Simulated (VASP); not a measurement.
# CoSi3 (Fm-3m) in VASP: further runs

CoSi3 is run at these levels: PBE; tasks: single point.

All numbers are computed with VASP 6.6.1; they aren't measurements. Logs are shortened: lines on timing, memory, paths and dates and some standing lists are left out, and cuts for length are marked.

### 1 The cell of the first run

It takes space group Fm-3m (No. 225, cubic). Conventional cell: a = 5.897 Å, b = 5.897 Å, c = 5.897 Å, α = 90.00°, β = 90.00°, γ = 90.00°. Within 3.4 Å of Si (site symmetry -43m) lie 10 Si at 2.55 to 2.95 Å and 4 Co at 2.55 Å. Si (site symmetry m-3m) has 8 Si at 2.55 Å and 6 Co at 2.95 Å within 3.4 Å. Co (site symmetry m-3m) has 14 Si at 2.55 to 2.95 Å within 3.4 Å.

### 2 Single point, PBE, collinear spin, ferromagnetic start

INCAR

```
PREC = Accurate ; ENCUT = 520
EDIFF = 1E-7 ; ISMEAR = 0
SIGMA = 0.1 ; LREAL = False
LASPH = True ; NELM = 150
ALGO = Normal ; ISIF = 2
LWAVE = False ; LCHARG = True
ISPIN = 2 ; MAGMOM = 0.12 0.12 0.18 1.49
LORBIT = 11 ; NUPDOWN = 1.88
LMAXMIX = 4 ; GGA = PE
LELF = True ; LVHAR = True
NBANDS = 22
```

KPOINTS

```
Automatic mesh
0
Gamma
  12 12 12
```

POSCAR

```
CoSi3
1.0
    0.0000000000      2.9483370208      2.9483370208
    2.9483370208      0.0000000000      2.9483370208
    2.9483370208      2.9483370208      0.0000000000
Si Co
3 1
Direct
    0.2500000000      0.2500000000      0.2500000000
    0.7500000000      0.7500000000      0.7500000000
    0.5000000000      0.5000000000      0.5000000000
    0.0000000000      0.0000000000      0.0000000000
```

Potentials or basis: VASP PAW PBE potentials, release 64 (Si, Co).

The run is started by

```bash
$ cat potpaw_PBE.64/Si/POTCAR potpaw_PBE.64/Co/POTCAR > POTCAR
$ mpirun -np 1 vasp_std > vasp.out
```

OUTCAR:

```text
PREC = Accurate
   ENCUT = 520
   EDIFF = 1E-7
   ISMEAR = 0
   LREAL = False
   LASPH = True
   NELM = 150
   ISIF = 2
   ISPIN = 2
   LORBIT = 11
   NUPDOWN = 1.88
   GGA = PE

 ion  position               nearest neighbor table
   1  0.250  0.250  0.250-   4 2.55   3 2.55   4 2.55   3 2.55   4 2.55   4 2.55   3 2.55   3 2.55
                             2 2.95   2 2.95   2 2.95   2 2.95   2 2.95   2 2.95
   2  0.750  0.750  0.750-   3 2.55   4 2.55   3 2.55   3 2.55   4 2.55   3 2.55   4 2.55   4 2.55
                             1 2.95   1 2.95   1 2.95   1 2.95   1 2.95   1 2.95
   3  0.500  0.500  0.500-   1 2.55   2 2.55   1 2.55   1 2.55   2 2.55   1 2.55   2 2.55   2 2.55
                             4 2.95   4 2.95   4 2.95   4 2.95   4 2.95   4 2.95
   4  0.000  0.000  0.000-   2 2.55   1 2.55   2 2.55   1 2.55   2 2.55   2 2.55   1 2.55   1 2.55
                             3 2.95   3 2.95   3 2.95   3 2.95   3 2.95   3 2.95

  LATTYP: Found a face centered cubic cell.
 ALAT       =     5.8966740416

  Lattice vectors:

 A1 = (   0.0000000000,   2.9483370208,   2.9483370208)
 A2 = (   2.9483370208,   0.0000000000,   2.9483370208)
 A3 = (   2.9483370208,   2.9483370208,   0.0000000000)

Analysis of symmetry for initial positions (statically):
=====================================================================
 Subroutine PRICEL returns:
 Original cell was already a primitive cell.

 Routine SETGRP: Setting up the symmetry group for a
 face centered cubic supercell.

 Subroutine GETGRP returns: Found 48 space group operations
 (whereof 48 operations were pure point group operations)
 out of a pool of 48 trial point group operations.

The static configuration has the point symmetry O_h .

Analysis of symmetry for dynamics (positions and initial velocities):
=====================================================================
 Subroutine PRICEL returns:
 Original cell was already a primitive cell.

 Routine SETGRP: Setting up the symmetry group for a
 face centered cubic supercell.

 Subroutine GETGRP returns: Found 48 space group operations
 (whereof 48 operations were pure point group operations)
 out of a pool of 48 trial point group operations.

The dynamic configuration has the point symmetry O_h .

Analysis of structural, dynamic, and magnetic symmetry:
=====================================================================
 Subroutine PRICEL returns:
 Original cell was already a primitive cell.

 Routine SETGRP: Setting up the symmetry group for a
 face centered cubic supercell.

 Subroutine GETGRP returns: Found 48 space group operations
 (whereof 48 operations were pure point group operations)
 out of a pool of 48 trial point group operations.

The overall configuration has the point symmetry O_h .

 Subroutine INISYM returns: Found 48 space group operations
 (whereof 48 operations are pure point group operations),
 and found     1 'primitive' translations

----------------------------------------------------------------------------------------

                                     Primitive cell

  volume of cell :      51.2580

  direct lattice vectors                    reciprocal lattice vectors
     0.000000000  2.948337021  2.948337021    -0.169587125  0.169587125  0.169587125
     2.948337021  0.000000000  2.948337021     0.169587125 -0.169587125  0.169587125
     2.948337021  2.948337021  0.000000000     0.169587125  0.169587125 -0.169587125

  length of vectors
     4.169578201  4.169578201  4.169578201     0.293733517  0.293733517  0.293733517

  position of ions in fractional coordinates (direct lattice)
     0.250000000  0.250000000  0.250000000
     0.750000000  0.750000000  0.750000000
     0.500000000  0.500000000  0.500000000
     0.000000000  0.000000000  0.000000000

  ion indices of the primitive-cell ions
   primitive index   ion index
                 1           1
                 2           2
                 3           3
                 4           4

----------------------------------------------------------------------------------------

 KPOINTS: Automatic mesh

Automatic generation of k-mesh.
 Grid dimensions read from file:
 generate k-points for:   12   12   12

 Generating k-lattice:

  Cartesian coordinates                     Fractional coordinates (reciprocal lattice)
    -0.014132260  0.014132260  0.014132260     0.083333333  0.000000000  0.000000000
     0.014132260 -0.014132260  0.014132260     0.000000000  0.083333333  0.000000000
     0.014132260  0.014132260 -0.014132260     0.000000000  0.000000000  0.083333333

  Length of vectors
     0.024477793  0.024477793  0.024477793

  Shift w.r.t. Gamma in fractional coordinates (k-lattice)
     0.000000000  0.000000000  0.000000000

 Subroutine IBZKPT returns following result:
 ===========================================

 Found     72 irreducible k-points:

 Following reciprocal coordinates:
            Coordinates               Weight
  0.000000  0.000000  0.000000      1.000000
  0.083333  0.000000  0.000000      8.000000
  0.166667  0.000000  0.000000      8.000000
  0.250000  0.000000  0.000000      8.000000
  0.333333  0.000000  0.000000      8.000000
  0.416667  0.000000  0.000000      8.000000
[... 16 lines left out ...]
  0.500000  0.166667  0.000000     24.000000
 -0.416667  0.166667  0.000000     24.000000
 [... further k-points ...]
   k-points           NKPTS =     72   k-points in BZ     NKDIM =     72   number of bands    NBANDS=     22
   number of dos      NEDOS =    301   number of ions     NIONS =      4
   total plane-waves  NPLWV =  32768
   dimension x,y,z NGX =    32 NGY =   32 NGZ =   32
   dimension x,y,z NGXF=    64 NGYF=   64 NGZF=   64
   ions per type =               3   1
   NGX,Y,Z   is equivalent  to a cutoff of  12.76, 12.76, 12.76 a.u.
   NGXF,Y,Z  is equivalent  to a cutoff of  25.52, 25.52, 25.52 a.u.
 SYSTEM =  unknown system
   PREC   = accura    normal or accurate (medium, high low for compatibility)
   ISTART =      0    job   : 0-new  1-cont  2-samecut
   ICHARG =      2    charge: 1-file 2-atom 10-const
   ISPIN  =      2    spin polarized calculation?
   LNONCOLLINEAR =      F non collinear calculations
   LSORBIT =      F    spin-orbit coupling
   LASPH  =      T    aspherical Exc in radial PAW
   ENCUT  =  520.0 eV  38.22 Ry    6.18 a.u.   7.75  7.75  7.75*2*pi/ulx,y,z
   NELM   =    150;   NELMIN=  2; NELMDL= -5     # of ELM steps
   EDIFF  = 0.1E-06   stopping-criterion for ELM
   LREAL  =      F    real-space projection
   EDIFFG = 0.1E-05   stopping-criterion for IOM
   NSW    =      0    number of steps for IOM
   IBRION =     -1    ionic relax: 0-MD 1-quasi-New 2-CG
   NFREE  =      0    steps in history (QN), initial steepest desc. (CG)
   ISIF   =      2    stress and relaxation
   ISYM   =      2    0-nonsym 1-usesym 2-fastsym
   POTIM  = 0.5000    time-step for ionic-motion
   TEBEG  =    0.0;   TEEND  =   0.0 temperature during run
   PSTRESS=    0.0 pullay stress
   NELECT =      21.0000    total number of electrons
   NUPDOWN=       1.8800    fix difference up-down
   EMIN   =  10.00;   EMAX   =-10.00  energy-range for DOS
   EFERMI =   0.00;   METHOD = LEGACY
   ISMEAR =     0;   SIGMA  =   0.10  broadening in eV -4-tet -1-fermi 0-gaus
   EFERMI_NEDOS =   21; number of points for ismear=-14 and -15
   IALGO  =     38    algorithm
   IMIX   =      4    mixing-type and parameters
     AMIX     =   0.40;   BMIX     =  1.00
     AMIX_MAG =   1.60;   BMIX_MAG =  1.00
  volume/ion in A,a.u.               =      12.81        86.48
  Fermi-wavevector in a.u.,A,eV,Ry     =   1.215890  2.297698 20.114683  1.478387
  Thomas-Fermi vector in A             =   2.351262
   LORBIT       =     11    0 simple, 1 ext, 2 COOP (PROOUT), +10 PAW based schemes
   GGA     = PE    functional components
   LHFCALC =     F    Hartree Fock is set to
   AEXX    =    0.0000 exact exchange contribution
   IVDW    =     0    specifies the selected vdW correction
   LEPSILON=     F    determine dielectric tensor
   LRPA    =     F    only Hartree local field effects (RPA)
 spin polarized calculation
 Gauss-broadening in eV      SIGMA  =   0.10
  energy-cutoff  :      520.00
  volume of cell :       51.26
 maximum number of plane-waves:      1411
   NGX = 15   NGY = 15   NGZ = 15

 number of electron      20.9999994 magnetization       1.8800006

 Free energy of the ion-electron system (eV)
  ---------------------------------------------------
  ext. energy  EPLUGINS =         0.00000000
  ---------------------------------------------------
  free energy    TOTEN  =       -21.82380505 eV

  energy without entropy =      -21.81275245  energy(sigma->0) =      -21.81827875

 E-fermi :  10.4466     XC(G=0): -11.8892

 val. band max:       11.3533146633   @ k =   0.1667   0.0833   0.0000
 cond. band min:      10.4497035676   @ k =   0.3333   0.2500   0.0000
 fundamental gap:     -0.9036110957
 Fermi energy:        11.3627588524

 spin component 1

 k-point     1 :       0.0000    0.0000    0.0000
  band No.  band energies     occupation
      1      -3.4062      1.00000
      2       6.3478      1.00000
      3       6.3478      1.00000
      4       6.3478      1.00000
      5       8.0824      1.00000
      6       8.0824      1.00000
[... 14 lines left out ...]
     21      26.3072      0.00000
     22      26.3072      0.00000

 k-point     2 :       0.0833    0.0000    0.0000
  band No.  band energies     occupation
      1      -3.3201      1.00000
      2       5.7377      1.00000
      3       6.3322      1.00000
      4       6.3322      1.00000
      5       7.8717      1.00000
      6       7.8717      1.00000
[... 14 lines left out ...]
     21      24.8936      0.00000
     22      25.3836      0.00000
[... 523 lines left out ...]
     21      21.5233      0.00000
     22      23.0423      0.00000

 k-point    24 :      -0.4167    0.1667    0.0000
  band No.  band energies     occupation
      1      -0.6100      1.00000
      2       0.5414      1.00000
      3       3.9561      1.00000
      4       5.6590      1.00000
      5       6.8756      1.00000
      6       7.9369      1.00000
[... 14 lines left out ...]
     21      22.5075      0.00000
     22      23.3483      0.00000

 [... further k-points ...]

 spin component 2

 k-point     1 :       0.0000    0.0000    0.0000
  band No.  band energies     occupation
      1      -3.2059      1.00000
      2       6.8445      1.00000
      3       6.8445      1.00000
      4       6.8445      1.00000
      5       8.3354      1.00000
      6       8.9879      1.00000
[... 14 lines left out ...]
     21      26.6083      0.00000
     22      26.6083      0.00000

 k-point     2 :       0.0833    0.0000    0.0000
  band No.  band energies     occupation
      1      -3.1196      1.00000
      2       6.1062      1.00000
      3       6.8128      1.00000
      4       6.8128      1.00000
      5       8.4488      1.00000
      6       8.6755      1.00000
[... 14 lines left out ...]
     21      25.1845      0.00000
     22      25.6676      0.00000
[... 523 lines left out ...]
     21      21.7164      0.00000
     22      23.2684      0.00000

 k-point    24 :      -0.4167    0.1667    0.0000
  band No.  band energies     occupation
      1      -0.3889      1.00000
      2       0.7338      1.00000
      3       4.2289      1.00000
      4       6.0074      1.00000
      5       7.1722      1.00000
      6       8.6649      1.00000
[... 14 lines left out ...]
     21      22.7394      0.00000
     22      23.5107      0.00000

 [... further k-points ...]
[... 5 lines left out ...]
  --------------------------------------------------------------------------------------
  -------------------------------------------------------------------------------------
  Total        0.4026835      0.4026835      0.4026835     -0.0000000      0.0000000      0.0000000
  in kB       12.5867327     12.5867327     12.5867327     -0.0000000      0.0000000      0.0000000
  external PRESSURE =      12.5867327 kB  Pullay stress =       0.0000000 kB

 VOLUME and BASIS-vectors are now :
 -----------------------------------------------------------------------------
  energy-cutoff  :      520.00
  volume of cell :       51.26
      direct lattice vectors                 reciprocal lattice vectors
     0.000000000  2.948337021  2.948337021    -0.169587125  0.169587125  0.169587125
     2.948337021  0.000000000  2.948337021     0.169587125 -0.169587125  0.169587125
     2.948337021  2.948337021  0.000000000     0.169587125  0.169587125 -0.169587125

 POSITION                                       TOTAL-FORCE (eV/Angst)
 -----------------------------------------------------------------------------------
      1.47417      1.47417      1.47417        -0.000000     -0.000000      0.000000
      4.42251      4.42251      4.42251         0.000000      0.000000     -0.000000
      2.94834      2.94834      2.94834        -0.000000     -0.000000      0.000000
      0.00000      0.00000      0.00000        -0.000000     -0.000000      0.000000
 -----------------------------------------------------------------------------------
    total drift:                                0.000000     -0.000000      0.000000

  FREE ENERGIE OF THE ION-ELECTRON SYSTEM (eV)
  ---------------------------------------------------
  free  energy   TOTEN  =       -21.8238050468 eV

  energy  without entropy=      -21.8127524513  energy(sigma->0) =      -21.81827875

 total charge

# of ion       s       p       d       tot
------------------------------------------
    1        0.806   0.757   0.000   1.563
    2        0.806   0.757   0.000   1.563
    3        0.815   0.756   0.000   1.571
    4        0.416   0.449   7.375   8.240
--------------------------------------------------
tot          2.843   2.719   7.375  12.937

 magnetization (x)

# of ion       s       p       d       tot
------------------------------------------
    1        0.047   0.037   0.000   0.083
    2        0.047   0.037   0.000   0.083
    3        0.036   0.082   0.000   0.119
    4        0.009   0.017   1.307   1.332
--------------------------------------------------
tot          0.139   0.172   1.307   1.618
```

Wall time 2.1 min (1 thread of Intel Xeon Platinum 8488C (Sapphire Rapids), shared host); peak memory 0.28 GiB.

What came out:

```yaml
Free_energy: -21.8238 eV
Pressure: 1.3 GPa
Net_moment: 1.88 μB per cell
Site_moments: Si +0.08, +0.12; Co +1.33 μB
Valence_electrons_inside_the_program's_atomic_spheres: Si 1.56, 1.57; Co 8.24
```

Caveat: the total moment is fixed, so each spin has its own Fermi level.

### 3 Single point, PBE, collinear spin, ferromagnetic start

This run uses another cell than the first one, of 14.10 Å³/atom, 1.100 times its volume.

INCAR

```
PREC = Accurate ; ENCUT = 520
EDIFF = 1E-7 ; ISMEAR = 0
SIGMA = 0.1 ; LREAL = False
LASPH = True ; NELM = 150
ALGO = Normal ; ISIF = 2
LWAVE = False ; LCHARG = False
ISPIN = 2 ; MAGMOM = 0 0 0 2
LORBIT = 11 ; LMAXMIX = 4
GGA = PE ; NBANDS = 22
```

KPOINTS

```
regular mesh
0
Gamma
  12 12 12
```

POSCAR

```
CoSi3
1.0
    0.0000000000      3.0435096802      3.0435096802
    3.0435096802      0.0000000000      3.0435096802
    3.0435096802      3.0435096802      0.0000000000
Si Co
3 1
Direct
    0.2500000000      0.2500000000      0.2500000000
    0.7500000000      0.7500000000      0.7500000000
    0.5000000000      0.5000000000      0.5000000000
    0.0000000000      0.0000000000      0.0000000000
```

Potentials or basis: VASP PAW PBE potentials, release 64 (Si, Co).

The run is started by

```bash
$ cat potpaw_PBE.64/Si/POTCAR potpaw_PBE.64/Co/POTCAR > POTCAR
$ mpirun -np 1 vasp_std > vasp.out
```

It took 5.2 min on 1 thread of Intel Xeon 8259CL, shared host; peak memory 0.29 GiB.

It converged, with:

| Property | Result |
| --- | --- |
| Free energy | -22.0240 eV |
| Pressure | -10.2 GPa |
| Net moment | 0.11 μB per cell |
| Site moments | Si -0.00, +0.00; Co +0.12 μB |
| Valence electrons inside the program's atomic spheres | Si 1.53; Co 8.13 |

Levels at points of the mesh, in eV from the Fermi level:
Spin up:
```
           k point  band 7  band 8  band 9  band 10  band 11  band 12  band 13  band 14  band 15  band 16
(0.00, 0.00, 0.00)   -1.91   -1.91   -1.80    -1.80    -0.98     0.90     0.90     0.90     2.07     2.07
(0.50, 0.00, 0.00)   -1.98   -1.98   -1.66    -1.66     0.06     0.06     0.94     4.55     5.25     5.44
(0.50, 0.50, 0.00)   -1.67   -1.67   -1.40    -0.74    -0.16     4.10     4.10     5.20     5.20     5.46
```
Spin down:
```tsv
k point	band 6	band 7	band 8	band 9	band 10	band 11	band 12	band 13	band 14	band 15
(0.00, 0.00, 0.00)	-1.91	-1.91	-1.91	-1.72	-1.72	-0.98	0.99	0.99	0.99	2.06
(0.50, 0.00, 0.00)	-2.22	-1.99	-1.99	-1.55	-1.55	0.15	0.15	1.01	4.55	5.26
(0.50, 0.50, 0.00)	-3.48	-1.56	-1.56	-1.29	-0.63	-0.04	4.11	4.11	5.20	5.20
```

### 4 Single point, PBE, collinear spin, ferromagnetic start

This run uses another cell than the first one, of 15.12 Å³/atom, 1.180 times its volume.

INCAR

```
  ALGO = Normal
  EDIFF = 1E-6
  ENCUT = 520
  GGA = PE
  ISIF = 2
  ISMEAR = 0
  ISPIN = 2
  LASPH = True
  LCHARG = True
  LELF = True
  LMAXMIX = 4
  LORBIT = 11
  LREAL = False
  LVHAR = True
  LWAVE = False
  MAGMOM = 0 0 0 2
  NBANDS = 22
  NELM = 150
  PREC = Accurate
  SIGMA = 0.1
```

KPOINTS

```
k-points
0
Gamma
  12 12 12
```

POSCAR

```
CoSi3
1.0
    0.0000000000      3.1155720191      3.1155720191
    3.1155720191      0.0000000000      3.1155720191
    3.1155720191      3.1155720191      0.0000000000
Si Co
3 1
Direct
    0.2500000000      0.2500000000      0.2500000000
    0.7500000000      0.7500000000      0.7500000000
    0.5000000000      0.5000000000      0.5000000000
    0.0000000000      0.0000000000      0.0000000000
```

The run is started by

```bash
$ cat potpaw_PBE.64/Si/POTCAR potpaw_PBE.64/Co/POTCAR > POTCAR
$ mpirun -np 1 vasp_std > vasp.out
```

Run time: 9 min. Hardware: 1 thread of Intel Xeon 8259CL, shared host; peak memory 0.34 GiB.

It converged, with:

```yaml
Free_energy: -21.6965 eV
Pressure: -15.0 GPa
Net_moment: 0.01 μB per cell
Valence_electrons_inside_the_program's_atomic_spheres: Si 1.50, 1.51; Co 8.03
```

Levels at points of the mesh, in eV from the Fermi level:
Spin up:
| k point | band 8 | band 9 | band 10 | band 11 | band 12 | band 13 | band 14 | band 15 |
| --- | --- | --- | --- | --- | --- | --- | --- | --- |
| (0.00, 0.00, 0.00) | -1.69 | -1.51 | -1.51 | -1.40 | 0.93 | 0.93 | 0.93 | 2.04 |
| (0.50, 0.00, 0.00) | -1.74 | -1.40 | -1.40 | 0.13 | 0.13 | 0.77 | 4.13 | 4.89 |
| (0.50, 0.50, 0.00) | -1.42 | -1.16 | -0.62 | -0.11 | 3.93 | 3.93 | 4.93 | 5.00 |
Spin down:
| k point | band 8 | band 9 | band 10 | band 11 | band 12 | band 13 | band 14 | band 15 |
| --- | --- | --- | --- | --- | --- | --- | --- | --- |
| (0.00, 0.00, 0.00) | -1.69 | -1.50 | -1.50 | -1.40 | 0.94 | 0.94 | 0.94 | 2.03 |
| (0.50, 0.00, 0.00) | -1.74 | -1.39 | -1.39 | 0.14 | 0.14 | 0.78 | 4.12 | 4.89 |
| (0.50, 0.50, 0.00) | -1.41 | -1.15 | -0.61 | -0.09 | 3.93 | 3.93 | 4.93 | 5.00 |

Caveat: the starting moments collapsed, and a magnetic state may lie lower.

(Continued in part 2 of 2.)
